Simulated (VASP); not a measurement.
Wanted: the native input for a VASP 6.6.1 run.

```
Task                   : relaxation of cell and atoms
Functional             : PBE
Potentials or basis    : VASP PAW PBE potentials, release 64 (Al, V_sv, N)
Cutoff                 : 600 eV
k mesh                 : 18 × 18 × 4
Occupations            : gaussian, width 0.1 eV
Spin                   : no spin polarisation
Dipole correction      : no
Further INCAR settings : ALGO = Normal; EDIFF = 1e-07; IBRION = 2; EDIFFG = -0.01; NSW = 100; ISIF = 3
```

The structure of Al5VN6 lies in POSCAR:

```
Al5VN6
1.0
    2.8693290615      0.0000000000      0.0000000000
   -1.4346645308      2.4849118591      0.0000000000
    0.0000000000      0.0000000000     14.2613428331
Al V N
5 1 6
Direct
    0.0000000000      0.0000000000      0.0000000000
    0.3333333333      0.6666666667      0.8351128598
    0.6666666667      0.3333333333      0.6700373210
    0.3333333333      0.6666666667      0.3299626790
    0.6666666667      0.3333333333      0.1648871402
    0.0000000000      0.0000000000      0.5000000000
    0.6666666667      0.3333333333      0.9175760633
    0.0000000000      0.0000000000      0.7528036109
    0.3333333333      0.6666666667      0.5902803203
    0.6666666667      0.3333333333      0.4097196797
    0.0000000000      0.0000000000      0.2471963891
    0.3333333333      0.6666666667      0.0824239367
```

One way to write it, as run:

INCAR

```
PREC = Accurate ; ENCUT = 600
EDIFF = 1E-7 ; ISMEAR = 0
SIGMA = 0.1 ; LREAL = False
LASPH = True ; NELM = 60
ALGO = Normal ; ISIF = 3
LWAVE = False ; LCHARG = False
GGA = PE ; IBRION = 2
NSW = 100 ; EDIFFG = -0.01
```

KPOINTS

```
Automatic mesh
0
Gamma
  18 18 4
```

Potentials or basis: VASP PAW PBE potentials, release 64 (Al, V_sv, N).

Launch:

```sh
$ cat potpaw_PBE.64/Al/POTCAR potpaw_PBE.64/V_sv/POTCAR potpaw_PBE.64/N/POTCAR > POTCAR
$ mpirun -np 1 vasp_std > vasp.out
```

Results of the run:

```
Relaxed volume                        : 8.47 Å³/atom
Relaxed cell                          : a = 2.868 Å, b = 2.868 Å, c = 14.264 Å, α = 90.00°, β = 90.00°, γ = 120.00°
Space group after relaxing (to 0.1 Å) : P-3m1 (No. 164)
Energy gained by relaxing             : 0.0 meV/atom
Ionic steps                           : 6
Pressure after relaxing               : 0.0 GPa
Largest force after relaxing          : 0.009 eV/Å
Band gap on the k mesh                : zero (bands 29 and 30 overlap by 0.68 eV)
```

Caveat: the run has no spin polarisation, though such a crystal can be magnetic.

Run time: 23 min on 1 thread of AMD EPYC 9R45 96-Core Processor (Zen 5) (shared host), peak memory 0.61 GiB.
